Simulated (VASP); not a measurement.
# As (R-3m) in VASP: further runs

As is run at these levels: LDA; tasks: single point, relaxation of volume and atoms at fixed shape.

Everything below comes from runs of VASP 6.6.1. Logs are shortened: lines on timing, memory, paths and dates and some standing lists are left out, and cuts for length are marked.

### 1 The cell of the first run

Symmetry: R-3m, No. 166, trigonal system. The conventional cell has a = 3.720 Å, b = 3.720 Å, c = 10.425 Å, α = 90.00°, β = 90.00°, γ = 120.00°. Within 3.3 Å of As (site symmetry 3m) lie 6 As at 2.50 to 3.07 Å.

### 2 Single point, LDA

File INCAR:

```
  PREC = Accurate
  ENCUT = 520
  EDIFF = 1E-7
  ISMEAR = 1
  SIGMA = 0.05
  LREAL = False
  LASPH = True
  NELM = 60
  ALGO = Normal
  ISIF = 2
  LWAVE = False
  LCHARG = False
  NBANDS = 12
```

File KPOINTS:

```
regular mesh
0
Gamma
  7 7 7
```

File POSCAR:

```
As
1.0
    1.8598862814      1.0738058452      3.4749857234
   -1.8598862814      1.0738058452      3.4749857234
    0.0000000000     -2.1476116905      3.4749857234
As
2
Direct
    0.7715916282      0.7715916282      0.7715916282
    0.2284083718      0.2284083718      0.2284083718
```

Potentials or basis: VASP PAW LDA potentials, release 64 (As).

Command:

```sh
$ cat potpaw_LDA.64/As/POTCAR > POTCAR
$ mpirun -np 1 vasp_std > vasp.out
```

OUTCAR:

```text
PREC = Accurate
   ENCUT = 520
   EDIFF = 1E-7
   ISMEAR = 1
   LREAL = False
   LASPH = True
   NELM = 60
   ISIF = 2

 ion  position               nearest neighbor table
   1  0.772  0.772  0.772-   2 2.50   2 2.50   2 2.50
   2  0.228  0.228  0.228-   1 2.50   1 2.50   1 2.50

  LATTYP: Found a trigonal (rhomboedric) cell.
 ALAT       =     4.0850656972
 COS(alpha) =     0.5854234940

  Lattice vectors:

 A1 = (   1.8598862814,   1.0738058452,   3.4749857234)
 A2 = (  -1.8598862814,   1.0738058452,   3.4749857234)
 A3 = (   0.0000000000,  -2.1476116905,   3.4749857234)

Analysis of symmetry for initial positions (statically):
=====================================================================
 Subroutine PRICEL returns:
 Original cell was already a primitive cell.

 Routine SETGRP: Setting up the symmetry group for a
 trigonal (rhombohedral) supercell.

 Subroutine GETGRP returns: Found 12 space group operations
 (whereof 12 operations were pure point group operations)
 out of a pool of 12 trial point group operations.

The static configuration has the point symmetry D_3d.

Analysis of symmetry for dynamics (positions and initial velocities):
=====================================================================
 Subroutine PRICEL returns:
 Original cell was already a primitive cell.

 Routine SETGRP: Setting up the symmetry group for a
 trigonal (rhombohedral) supercell.

 Subroutine GETGRP returns: Found 12 space group operations
 (whereof 12 operations were pure point group operations)
 out of a pool of 12 trial point group operations.

The dynamic configuration has the point symmetry D_3d.

 Subroutine INISYM returns: Found 12 space group operations
 (whereof 12 operations are pure point group operations),
 and found     1 'primitive' translations

----------------------------------------------------------------------------------------

                                     Primitive cell

  volume of cell :      41.6405

  direct lattice vectors                    reciprocal lattice vectors
     1.859886281  1.073805845  3.474985723     0.268833641  0.155211175  0.095923655
    -1.859886281  1.073805845  3.474985723    -0.268833641  0.155211175  0.095923655
     0.000000000 -2.147611690  3.474985723     0.000000000 -0.310422349  0.095923655

  length of vectors
     4.085065697  4.085065697  4.085065697     0.324905190  0.324905190  0.324905190

  position of ions in fractional coordinates (direct lattice)
     0.771591628  0.771591628  0.771591628
     0.228408372  0.228408372  0.228408372

  ion indices of the primitive-cell ions
   primitive index   ion index
                 1           1
                 2           2

----------------------------------------------------------------------------------------

 KPOINTS: regular mesh

Automatic generation of k-mesh.
 Grid dimensions read from file:
 generate k-points for:    7    7    7

 Generating k-lattice:

  Cartesian coordinates                     Fractional coordinates (reciprocal lattice)
     0.038404806  0.022173025  0.013703379     0.142857143 -0.000000000 -0.000000000
    -0.038404806  0.022173025  0.013703379    -0.000000000  0.142857143 -0.000000000
     0.000000000 -0.044346050  0.013703379     0.000000000  0.000000000  0.142857143

  Length of vectors
     0.046415027  0.046415027  0.046415027

  Shift w.r.t. Gamma in fractional coordinates (k-lattice)
     0.000000000  0.000000000  0.000000000

 Subroutine IBZKPT returns following result:
 ===========================================

 Found     44 irreducible k-points:

 Following reciprocal coordinates:
            Coordinates               Weight
  0.000000  0.000000  0.000000      1.000000
  0.142857 -0.000000 -0.000000      6.000000
  0.285714 -0.000000  0.000000      6.000000
  0.428571 -0.000000 -0.000000      6.000000
  0.142857  0.142857 -0.000000      6.000000
  0.285714  0.142857  0.000000     12.000000
[... 16 lines left out ...]
  0.285714  0.285714  0.142857      6.000000
  0.428571  0.285714  0.142857     12.000000
 [... further k-points ...]
   k-points           NKPTS =     44   k-points in BZ     NKDIM =     44   number of bands    NBANDS=     12
   number of dos      NEDOS =    301   number of ions     NIONS =      2
   total plane-waves  NPLWV =  27000
   dimension x,y,z NGX =    30 NGY =   30 NGZ =   30
   dimension x,y,z NGXF=    60 NGYF=   60 NGZF=   60
   ions per type =               2
   NGX,Y,Z   is equivalent  to a cutoff of  12.21, 12.21, 12.21 a.u.
   NGXF,Y,Z  is equivalent  to a cutoff of  24.42, 24.42, 24.42 a.u.
 SYSTEM =  unknown system
   PREC   = accura    normal or accurate (medium, high low for compatibility)
   ISTART =      0    job   : 0-new  1-cont  2-samecut
   ICHARG =      2    charge: 1-file 2-atom 10-const
   ISPIN  =      1    spin polarized calculation?
   LNONCOLLINEAR =      F non collinear calculations
   LSORBIT =      F    spin-orbit coupling
   LASPH  =      T    aspherical Exc in radial PAW
   ENCUT  =  520.0 eV  38.22 Ry    6.18 a.u.   7.60  7.60  7.60*2*pi/ulx,y,z
   NELM   =     60;   NELMIN=  2; NELMDL= -5     # of ELM steps
   EDIFF  = 0.1E-06   stopping-criterion for ELM
   LREAL  =      F    real-space projection
   EDIFFG = 0.1E-05   stopping-criterion for IOM
   NSW    =      0    number of steps for IOM
   IBRION =     -1    ionic relax: 0-MD 1-quasi-New 2-CG
   NFREE  =      0    steps in history (QN), initial steepest desc. (CG)
   ISIF   =      2    stress and relaxation
   ISYM   =      2    0-nonsym 1-usesym 2-fastsym
   POTIM  = 0.5000    time-step for ionic-motion
   TEBEG  =    0.0;   TEEND  =   0.0 temperature during run
   PSTRESS=    0.0 pullay stress
   NELECT =      10.0000    total number of electrons
   NUPDOWN=      -1.0000    fix difference up-down
   EMIN   =  10.00;   EMAX   =-10.00  energy-range for DOS
   EFERMI =   0.00;   METHOD = LEGACY
   ISMEAR =     1;   SIGMA  =   0.05  broadening in eV -4-tet -1-fermi 0-gaus
   EFERMI_NEDOS =   21; number of points for ismear=-14 and -15
   IALGO  =     38    algorithm
   IMIX   =      4    mixing-type and parameters
     AMIX     =   0.40;   BMIX     =  1.00
     AMIX_MAG =   1.60;   BMIX_MAG =  1.00
  volume/ion in A,a.u.               =      20.82       140.50
  Fermi-wavevector in a.u.,A,eV,Ry     =   1.017582  1.922951 14.088463  1.035473
  Thomas-Fermi vector in A             =   2.150991
   LORBIT       =      0    0 simple, 1 ext, 2 COOP (PROOUT), +10 PAW based schemes
   GGA     = CA    functional components
   LHFCALC =     F    Hartree Fock is set to
   AEXX    =    0.0000 exact exchange contribution
   IVDW    =     0    specifies the selected vdW correction
   LEPSILON=     F    determine dielectric tensor
   LRPA    =     F    only Hartree local field effects (RPA)
 non-spin polarized calculation
 Methfessel and Paxton  Order N= 1 SIGMA  =   0.05
  energy-cutoff  :      520.00
  volume of cell :       41.64
 maximum number of plane-waves:      1131
   NGX = 15   NGY = 15   NGZ = 15

 number of electron      10.0000000 magnetization

 Free energy of the ion-electron system (eV)
  ---------------------------------------------------
  ext. energy  EPLUGINS =         0.00000000
  ---------------------------------------------------
  free energy    TOTEN  =       -10.79230602 eV

  energy without entropy =      -10.79181912  energy(sigma->0) =      -10.79214372

 E-fermi :   5.8328     XC(G=0): -10.3099

 val. band max:        5.8294640114   @ k =   0.4286  -0.0000  -0.0000
 cond. band min:       5.8361333207   @ k =   0.4286   0.2857   0.2857
 fundamental gap:      0.0066693093
 Fermi energy:         5.8327986660

 k-point     1 :       0.0000    0.0000    0.0000
  band No.  band energies     occupation
      1      -9.4728      2.00000
      2       0.0645      2.00000
      3       3.0902      2.00000
      4       3.8475      2.00000
      5       3.8475      2.00000
      6       7.6728      0.00000
      7       8.8252      0.00000
      8       8.8252      0.00000
      9      12.6085      0.00000
     10      12.6085      0.00000
     11      12.9313      0.00000
     12      14.5587      0.00000

 k-point     2 :       0.1429   -0.0000   -0.0000
  band No.  band energies     occupation
      1      -9.1908      2.00000
      2      -0.8749      2.00000
      3       3.1366      2.00000
      4       3.6620      2.00000
      5       3.8307      2.00000
      6       7.8459      0.00000
      7       8.3574      0.00000
      8       8.4942      0.00000
      9      11.5212      0.00000
     10      12.1774      0.00000
     11      12.6380      0.00000
     12      16.1939      0.00000

 k-point     3 :       0.2857   -0.0000    0.0000
  band No.  band energies     occupation
      1      -8.3597      2.00000
      2      -2.8650      2.00000
      3       2.9332      2.00000
      4       3.3206      2.00000
      5       4.4219      2.00000
      6       6.7904     -0.00000
      7       7.2980      0.00000
      8       7.6574      0.00000
      9      12.1196      0.00000
     10      13.0495      0.00000
     11      14.1444      0.00000
     12      18.4712      0.00000
[... 286 lines left out ...]
 k-point    23 :       0.2857    0.2857    0.1429
  band No.  band energies     occupation
      1      -8.7159      2.00000
      2      -2.3939      2.00000
      3       2.3378      2.00000
      4       3.0639      2.00000
      5       4.9940      2.00000
      6       7.3422      0.00000
      7       8.3994      0.00000
      8       9.0474      0.00000
      9      11.7178      0.00000
     10      13.8976      0.00000
     11      14.9453      0.00000
     12      16.1386      0.00000

 k-point    24 :       0.4286    0.2857    0.1429
  band No.  band energies     occupation
      1      -8.0268      2.00000
      2      -3.1469      2.00000
      3       0.9582      2.00000
      4       2.3262      2.00000
      5       4.6190      2.00000
      6       7.6752      0.00000
      7       8.8558      0.00000
      8       9.8501      0.00000
      9      11.6741      0.00000
     10      15.0177      0.00000
     11      16.2057      0.00000
     12      16.3832      0.00000

 [... further k-points ...]

------------------------ aborting loop because EDIFF is reached ----------------------------------------

  FORCE on cell =-STRESS in cart. coord.  units (eV):
  Direction    XX          YY          ZZ          XY          YZ          ZX
  --------------------------------------------------------------------------------------
  -------------------------------------------------------------------------------------
  Total        0.3427967      0.3427967     -0.3364457     -0.0000000      0.0000000      0.0000000
  in kB       13.1895728     13.1895728    -12.9452122     -0.0000000      0.0000000      0.0000000
  external PRESSURE =       4.4779778 kB  Pullay stress =       0.0000000 kB

 VOLUME and BASIS-vectors are now :
 -----------------------------------------------------------------------------
  energy-cutoff  :      520.00
  volume of cell :       41.64
      direct lattice vectors                 reciprocal lattice vectors
     1.859886281  1.073805845  3.474985723     0.268833641  0.155211175  0.095923655
    -1.859886281  1.073805845  3.474985723    -0.268833641  0.155211175  0.095923655
     0.000000000 -2.147611690  3.474985723     0.000000000 -0.310422349  0.095923655

 POSITION                                       TOTAL-FORCE (eV/Angst)
 -----------------------------------------------------------------------------------
      0.00000     -0.00000      8.04381         0.000000      0.000000     -0.071338
      0.00000     -0.00000      2.38115         0.000000     -0.000000      0.071338
 -----------------------------------------------------------------------------------
    total drift:                                0.000000     -0.000000     -0.000000

  FREE ENERGIE OF THE ION-ELECTRON SYSTEM (eV)
  ---------------------------------------------------
  free  energy   TOTEN  =       -10.7923060176 eV

  energy  without entropy=      -10.7918191176  energy(sigma->0) =      -10.79214372
```

Run time: 21 s. Hardware: 1 thread of Intel Xeon 8259CL, shared host; peak memory 0.15 GiB.

What came out:

* Free energy: -10.7923 eV
* Pressure: 0.4 GPa
* Largest force: 0.071 eV/Å
* Band gap on the k mesh: zero (bands 5 and 6 overlap by 0.01 eV)

Forces on the atoms (eV/Å):
```
As   0.000  0.000 -0.071
As   0.000  0.000  0.071
```

Stress tensor (GPa, compression positive):
```
 1.32  0.00  0.00
 0.00  1.32  0.00
 0.00  0.00 -1.29
```

### 3 Relaxation of volume and atoms at fixed shape, LDA

This run uses another cell than the first one, of 21.53 Å³/atom.

File INCAR:

```
PREC = Accurate ; ENCUT = 600
EDIFF = 1E-7 ; ISMEAR = 1
SIGMA = 0.05 ; LREAL = F
LASPH = T ; NELM = 80
ALGO = Normal ; ISIF = 8
LWAVE = F ; LCHARG = F
IBRION = 2 ; NSW = 80
EDIFFG = -0.03
```

File KPOINTS:

```
Automatic mesh
0
Gamma
  7 7 7
```

File POSCAR:

```
As
1.0
    1.8808000000      1.0858800000      3.5140600000
   -1.8808000000      1.0858800000      3.5140600000
    0.0000000000     -2.1717600000      3.5140600000
As
2
Direct
    0.7740000000      0.7740000000      0.7740000000
    0.2260000000      0.2260000000      0.2260000000
```

Potentials or basis: VASP PAW LDA potentials, release 64 (As).

Command:

```sh
$ cat potpaw_LDA.64/As/POTCAR > POTCAR
$ mpirun -np 1 vasp_std > vasp.out
```

Run time: 73 s. Hardware: 1 thread of Intel Xeon 8259CL, shared host; peak memory 0.18 GiB.

The run converged. Its results:

| Quantity | Value |
| --- | --- |
| Free energy | -10.7928 eV |
| Relaxed volume | 20.89 Å³/atom |
| Relaxed cell | a = 4.090 Å, b = 4.090 Å, c = 4.090 Å, α = 54.17°, β = 54.17°, γ = 54.17° |
| Space group after relaxing (to 0.1 Å) | R-3m (No. 166) |
| Energy gained by relaxing | 6.2 meV/atom |
| Ionic steps | 5 |
| Pressure after relaxing | 0.0 GPa |
| Band gap on the k mesh | zero (bands 5 and 6 overlap by 0.01 eV) |

Stress tensor (GPa, compression positive):
```
 0.88  0.00  0.00
 0.00  0.88  0.00
 0.00  0.00 -1.72
```

The path:
```tsv
step	energy change (eV)	largest force (eV/Å)	pressure (GPa)	volume (Å³)
1	0.0000	0.2956	-1.04	43.06
2	-0.0099	0.1766	-0.12	42.20
3	-0.0118	0.0978	0.56	41.62
4	-0.0118	0.0939	-0.51	41.94
5	-0.0124	0.0013	0.01	41.78
```

Final structure:
```cif
data_structure
_symmetry_space_group_name_H-M 'P 1'
_symmetry_Int_Tables_number 1
_cell_length_a 4.0896
_cell_length_b 4.0896
_cell_length_c 4.0896
_cell_angle_alpha 54.167
_cell_angle_beta 54.167
_cell_angle_gamma 54.167
_cell_volume 41.78
loop_
_atom_site_label
_atom_site_type_symbol
_atom_site_fract_x
_atom_site_fract_y
_atom_site_fract_z
_atom_site_occupancy
As1 As 0.77131 0.77131 0.77131 1
As2 As 0.22869 0.22869 0.22869 1
```

Levels at points of the mesh, in eV from the Fermi level:
```
           k point  band 3  band 4  band 5  band 6  band 7  band 8
(0.00, 0.00, 0.00)   -2.75   -1.96   -1.96    1.87    3.00    3.00
```

LDA usually gives volumes a few per cent too small. Zero-point motion and thermal expansion aren't in these numbers.
